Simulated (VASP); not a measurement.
KF, 2 atoms in the cell. The structure is trigonal, space group R-3m (No. 166). Conventional cell: a = 3.712 Å, b = 3.712 Å, c = 9.694 Å, α = 90.00°, β = 90.00°, γ = 120.00°. K (site symmetry -3m) has 6 F at 2.68 Å within 3.5 Å. F (site symmetry -3m) has 6 K at 2.68 Å within 3.5 Å. 

| Property | Result |
| --- | --- |
| Program | VASP 6.6.1 |
| Task | single point |
| Functional | PBE |
| Potentials or basis | VASP PAW PBE potentials, release 64 (K_sv, F) |
| Cutoff | 520 eV |
| k mesh | 8 × 8 × 8 |
| Occupations | gaussian, width 0.05 eV |
| Spin | no spin polarisation |
| Dipole correction | no |
| Further INCAR settings | ALGO = Normal; EDIFF = 1e-06; NBANDS = 15 |

Potentials or basis: VASP PAW PBE potentials, release 64 (K_sv, F).

Command:

```sh
$ cat potpaw_PBE.64/K_sv/POTCAR potpaw_PBE.64/F/POTCAR > POTCAR
$ mpirun -np 1 vasp_std > vasp.out
```

Hardware: 1 thread of Intel Xeon 8259CL, on a shared host.

Estimate the wall time of this run.

Run time: 63 s on 1 thread of Intel Xeon 8259CL, with other jobs on the host, peak memory 0.19 GiB. Counts: scf iterations 13, k points 65.
